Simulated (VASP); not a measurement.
# TaSi2 (P-3m1) in VASP: single point with PBE

Aim: the single point of TaSi2 with PBE.

Everything below comes from runs of VASP 6.6.1. Logs are shortened: lines on timing, memory, paths and dates and some standing lists are left out, and cuts for length are marked.

## (1) The cell of the first run

Symmetry: P-3m1, No. 164, trigonal system. Conventional cell: a = 2.954 Å, b = 2.954 Å, c = 6.143 Å, α = 90.00°, β = 90.00°, γ = 120.00°. Within 3.6 Å of Ta (site symmetry -3m) lie 6 Si at 2.70 Å and 6 Ta at 2.95 Å. Within 3.4 Å of Si (site symmetry 3m) lie 9 Si at 2.59 to 2.95 Å and 3 Ta at 2.70 Å.

The cell was built from a structure type or drawn by symmetry, and may not be a known phase.

## (2) Single point, PBE

Input file INCAR:

```
  PREC = Accurate
  ENCUT = 500
  EDIFF = 1E-6
  ISMEAR = 0
  SIGMA = 0.2
  LREAL = F
  LASPH = T
  NELM = 120
  ALGO = Normal
  ISIF = 2
  LWAVE = F
  LCHARG = F
  GGA = PE
  NBANDS = 16
  GGA_COMPAT = F
```

Input file KPOINTS:

```
regular mesh
0
Gamma
  8 8 4
```

Input file POSCAR:

```
TaSi2
1.0
    2.9540886101      0.0000000029      0.0000000000
   -1.4770443076      2.5583157799      0.0000000000
    0.0000000000      0.0000000000      6.1433998680
Ta Si
1 2
Direct
    0.0000000000      0.0000000000      0.0000000000
    0.3333333333      0.6666666667      0.3413876599
    0.6666666667      0.3333333333      0.6586123401
```

Potentials or basis: VASP PAW PBE potentials, release 64 (Ta_pv, Si).

Launch:

```sh
$ cat potpaw_PBE.64/Ta_pv/POTCAR potpaw_PBE.64/Si/POTCAR > POTCAR
$ mpirun -np 1 vasp_std > vasp.out
```

OUTCAR:

```text
PREC = Accurate
   ENCUT = 500
   EDIFF = 1E-6
   ISMEAR = 0
   LREAL = F
   LASPH = T
   NELM = 120
   ISIF = 2
   GGA = PE

 ion  position               nearest neighbor table
   1  0.000  0.000  0.000-   2 2.70   3 2.70   2 2.70   3 2.70   3 2.70   2 2.70
   2  0.333  0.667  0.341-   3 2.59   3 2.59   3 2.59   1 2.70   1 2.70   1 2.70
   3  0.667  0.333  0.659-   2 2.59   2 2.59   2 2.59   1 2.70   1 2.70   1 2.70

  LATTYP: Found a hexagonal cell.
 ALAT       =     2.9540886101
 C/A-ratio  =     2.0796261314

  Lattice vectors:

 A1 = (   2.9540886101,   0.0000000029,   0.0000000000)
 A2 = (  -1.4770443076,   2.5583157799,   0.0000000000)
 A3 = (   0.0000000000,   0.0000000000,   6.1433998680)

Analysis of symmetry for initial positions (statically):
=====================================================================
 Subroutine PRICEL returns:
 Original cell was already a primitive cell.

 Routine SETGRP: Setting up the symmetry group for a
 hexagonal supercell.

 Subroutine GETGRP returns: Found 12 space group operations
 (whereof 12 operations were pure point group operations)
 out of a pool of 24 trial point group operations.

The static configuration has the point symmetry D_3d.

Analysis of symmetry for dynamics (positions and initial velocities):
=====================================================================
 Subroutine PRICEL returns:
 Original cell was already a primitive cell.

 Routine SETGRP: Setting up the symmetry group for a
 hexagonal supercell.

 Subroutine GETGRP returns: Found 12 space group operations
 (whereof 12 operations were pure point group operations)
 out of a pool of 24 trial point group operations.

The dynamic configuration has the point symmetry D_3d.

 Subroutine INISYM returns: Found 12 space group operations
 (whereof 12 operations are pure point group operations),
 and found     1 'primitive' translations

----------------------------------------------------------------------------------------

                                     Primitive cell

  volume of cell :      46.4287

  direct lattice vectors                    reciprocal lattice vectors
     2.954088610  0.000000003  0.000000000     0.338513881  0.195441081  0.000000000
    -1.477044308  2.558315780  0.000000000    -0.000000000  0.390882161  0.000000000
     0.000000000  0.000000000  6.143399868     0.000000000  0.000000000  0.162776316

  length of vectors
     2.954088610  2.954088610  6.143399868     0.390882161  0.390882161  0.162776316

  position of ions in fractional coordinates (direct lattice)
     0.000000000  0.000000000  0.000000000
     0.333333333  0.666666667  0.341387660
     0.666666667  0.333333333  0.658612340

  ion indices of the primitive-cell ions
   primitive index   ion index
                 1           1
                 2           2
                 3           3

----------------------------------------------------------------------------------------

 KPOINTS: regular mesh

Automatic generation of k-mesh.
 Grid dimensions read from file:
 generate k-points for:    8    8    4

 Generating k-lattice:

  Cartesian coordinates                     Fractional coordinates (reciprocal lattice)
     0.042314235  0.024430135  0.000000000     0.125000000  0.000000000  0.000000000
    -0.000000000  0.048860270  0.000000000     0.000000000  0.125000000  0.000000000
     0.000000000  0.000000000  0.040694079     0.000000000  0.000000000  0.250000000

  Length of vectors
     0.048860270  0.048860270  0.040694079

  Shift w.r.t. Gamma in fractional coordinates (k-lattice)
     0.000000000  0.000000000  0.000000000

 Subroutine IBZKPT returns following result:
 ===========================================

 Found     35 irreducible k-points:

 Following reciprocal coordinates:
            Coordinates               Weight
  0.000000  0.000000  0.000000      1.000000
  0.125000  0.000000  0.000000      6.000000
  0.250000  0.000000  0.000000      6.000000
  0.375000  0.000000  0.000000      6.000000
  0.500000  0.000000  0.000000      3.000000
  0.125000  0.125000  0.000000      6.000000
[... 16 lines left out ...]
 -0.125000  0.500000  0.250000     12.000000
  0.250000  0.250000  0.250000     12.000000
 [... further k-points ...]
   k-points           NKPTS =     35   k-points in BZ     NKDIM =     35   number of bands    NBANDS=     16
   number of dos      NEDOS =    301   number of ions     NIONS =      3
   total plane-waves  NPLWV =  27648
   dimension x,y,z NGX =    24 NGY =   24 NGZ =   48
   dimension x,y,z NGXF=    48 NGYF=   48 NGZF=   96
   ions per type =               1   2
   NGX,Y,Z   is equivalent  to a cutoff of  13.51, 13.51, 12.99 a.u.
   NGXF,Y,Z  is equivalent  to a cutoff of  27.01, 27.01, 25.98 a.u.
 SYSTEM =  unknown system
   PREC   = accura    normal or accurate (medium, high low for compatibility)
   ISTART =      0    job   : 0-new  1-cont  2-samecut
   ICHARG =      2    charge: 1-file 2-atom 10-const
   ISPIN  =      1    spin polarized calculation?
   LNONCOLLINEAR =      F non collinear calculations
   LSORBIT =      F    spin-orbit coupling
   LASPH  =      T    aspherical Exc in radial PAW
   ENCUT  =  500.0 eV  36.75 Ry    6.06 a.u.   5.39  5.39 11.20*2*pi/ulx,y,z
   NELM   =    120;   NELMIN=  2; NELMDL= -5     # of ELM steps
   EDIFF  = 0.1E-05   stopping-criterion for ELM
   LREAL  =      F    real-space projection
   EDIFFG = 0.1E-04   stopping-criterion for IOM
   NSW    =      0    number of steps for IOM
   IBRION =     -1    ionic relax: 0-MD 1-quasi-New 2-CG
   NFREE  =      0    steps in history (QN), initial steepest desc. (CG)
   ISIF   =      2    stress and relaxation
   ISYM   =      2    0-nonsym 1-usesym 2-fastsym
   POTIM  = 0.5000    time-step for ionic-motion
   TEBEG  =    0.0;   TEEND  =   0.0 temperature during run
   PSTRESS=    0.0 pullay stress
   NELECT =      19.0000    total number of electrons
   NUPDOWN=      -1.0000    fix difference up-down
   EMIN   =  10.00;   EMAX   =-10.00  energy-range for DOS
   EFERMI =   0.00;   METHOD = LEGACY
   ISMEAR =     0;   SIGMA  =   0.20  broadening in eV -4-tet -1-fermi 0-gaus
   EFERMI_NEDOS =   21; number of points for ismear=-14 and -15
   IALGO  =     38    algorithm
   IMIX   =      4    mixing-type and parameters
     AMIX     =   0.40;   BMIX     =  1.00
     AMIX_MAG =   1.60;   BMIX_MAG =  1.00
  volume/ion in A,a.u.               =      15.48       104.44
  Fermi-wavevector in a.u.,A,eV,Ry     =   1.215432  2.296833 20.099535  1.477274
  Thomas-Fermi vector in A             =   2.350819
   LORBIT       =      0    0 simple, 1 ext, 2 COOP (PROOUT), +10 PAW based schemes
   GGA     = PE    functional components
   LHFCALC =     F    Hartree Fock is set to
   AEXX    =    0.0000 exact exchange contribution
   IVDW    =     0    specifies the selected vdW correction
   LEPSILON=     F    determine dielectric tensor
   LRPA    =     F    only Hartree local field effects (RPA)
 non-spin polarized calculation
 Gauss-broadening in eV      SIGMA  =   0.20
  energy-cutoff  :      500.00
  volume of cell :       46.43
 maximum number of plane-waves:      1211
 NGX is ok and might be reduce to    24
   NGX = 11   NGY = 11   NGZ = 23

 number of electron      19.0000001 magnetization

 Free energy of the ion-electron system (eV)
  ---------------------------------------------------
  ext. energy  EPLUGINS =         0.00000000
  ---------------------------------------------------
  free energy    TOTEN  =       -22.72085280 eV

  energy without entropy =      -22.70541576  energy(sigma->0) =      -22.71313428

 E-fermi :   8.4791     XC(G=0): -11.7704

 val. band max:        8.4659318416   @ k =   0.2500   0.1250   0.0000
 cond. band min:       8.5898615154   @ k =  -0.1250   0.5000   0.2500
 fundamental gap:      0.1239296738
 Fermi energy:         8.4790767327

 k-point     1 :       0.0000    0.0000    0.0000
  band No.  band energies     occupation
      1     -25.9473      2.00000
      2     -25.2820      2.00000
      3     -25.2820      2.00000
      4      -4.6116      2.00000
      5      -0.0757      2.00000
      6       1.2175      2.00000
[... 8 lines left out ...]
     15      15.9237      0.00000
     16      15.9237      0.00000

 k-point     2 :       0.1250    0.0000    0.0000
  band No.  band energies     occupation
      1     -25.9259      2.00000
      2     -25.4164      2.00000
      3     -25.3125      2.00000
      4      -4.2515      2.00000
      5       0.1516      2.00000
      6       1.7197      2.00000
[... 8 lines left out ...]
     15      15.4119      0.00000
     16      17.0517      0.00000

 k-point     3 :       0.2500    0.0000    0.0000
  band No.  band energies     occupation
      1     -25.8741      2.00000
      2     -25.7300      2.00000
      3     -25.3853      2.00000
      4      -3.1945      2.00000
      5       0.7911      2.00000
      6       2.9880      2.00000
[... 8 lines left out ...]
     15      14.8021      0.00000
     16      16.5238      0.00000

 k-point     4 :       0.3750    0.0000    0.0000
  band No.  band energies     occupation
      1     -26.0299      2.00000
      2     -25.8216      2.00000
      3     -25.4571      2.00000
      4      -1.4931      2.00000
      5       1.6250      2.00000
      6       3.6060      2.00000
[... 8 lines left out ...]
     15      14.1408      0.00000
     16      15.2076      0.00000
[... 324 lines left out ...]
 k-point    22 :       0.3750    0.1250    0.2500
  band No.  band energies     occupation
      1     -26.0840      2.00000
      2     -25.7999      2.00000
      3     -25.5597      2.00000
      4      -0.1311      2.00000
      5       1.6653      2.00000
      6       3.4441      2.00000
[... 8 lines left out ...]
     15      14.6303      0.00000
     16      15.8495      0.00000

 k-point    23 :      -0.1250    0.5000    0.2500
  band No.  band energies     occupation
      1     -26.0840      2.00000
      2     -25.7999      2.00000
      3     -25.5597      2.00000
      4      -0.2397      2.00000
      5       2.6018      2.00000
      6       2.7273      2.00000
[... 8 lines left out ...]
     15      14.2607      0.00000
     16      15.4044      0.00000

 k-point    24 :       0.2500    0.2500    0.2500
  band No.  band energies     occupation
      1     -25.9906      2.00000
      2     -25.8000      2.00000
      3     -25.6598      2.00000
      4      -0.4573      2.00000
      5       2.2298      2.00000
      6       4.3350      2.00000
[... 8 lines left out ...]
     15      15.0274      0.00000
     16      15.8752      0.00000

 [... further k-points ...]
[... 5 lines left out ...]
  --------------------------------------------------------------------------------------
  -------------------------------------------------------------------------------------
  Total        0.1008496      0.1008496      0.1393869     -0.0000000     -0.0000000     -0.0000000
  in kB        3.4801512      3.4801512      4.8100125     -0.0000000     -0.0000000     -0.0000000
  external PRESSURE =       3.9234383 kB  Pullay stress =       0.0000000 kB

 VOLUME and BASIS-vectors are now :
 -----------------------------------------------------------------------------
  energy-cutoff  :      500.00
  volume of cell :       46.43
      direct lattice vectors                 reciprocal lattice vectors
     2.954088610  0.000000003  0.000000000     0.338513881  0.195441081  0.000000000
    -1.477044308  2.558315780  0.000000000    -0.000000000  0.390882161  0.000000000
     0.000000000  0.000000000  6.143399868     0.000000000  0.000000000  0.162776316

 POSITION                                       TOTAL-FORCE (eV/Angst)
 -----------------------------------------------------------------------------------
      0.00000      0.00000      0.00000         0.000000      0.000000      0.000000
     -0.00000      1.70554      2.09728        -0.000000     -0.000000      0.050502
      1.47704      0.85277      4.04612         0.000000     -0.000000     -0.050502
 -----------------------------------------------------------------------------------
    total drift:                               -0.000000      0.000000      0.000000

  FREE ENERGIE OF THE ION-ELECTRON SYSTEM (eV)
  ---------------------------------------------------
  free  energy   TOTEN  =       -22.7208527951 eV

  energy  without entropy=      -22.7054157597  energy(sigma->0) =      -22.71313428
```

It took 14 s on 1 thread of AMD EPYC 9R45 (Zen 5), shared host; peak memory 0.15 GiB.

What came out:

| Property | Result |
| --- | --- |
| Free energy | -22.7209 eV |
| Pressure | 0.4 GPa |
| Largest force | 0.051 eV/Å |
| Band gap on the k mesh | zero (an odd number of electrons rules out a gap without spin polarisation) |

Forces in eV/Å, atoms in the order of the input:
```
Ta   0.000  0.000  0.000
Si   0.000  0.000  0.051
Si   0.000  0.000 -0.051
```

Stress tensor (GPa, compression positive):
```
0.35 0.00 0.00
0.00 0.35 0.00
0.00 0.00 0.48
```

Caveat: spin-orbit coupling is left out, which moves the levels of the heavy elements.
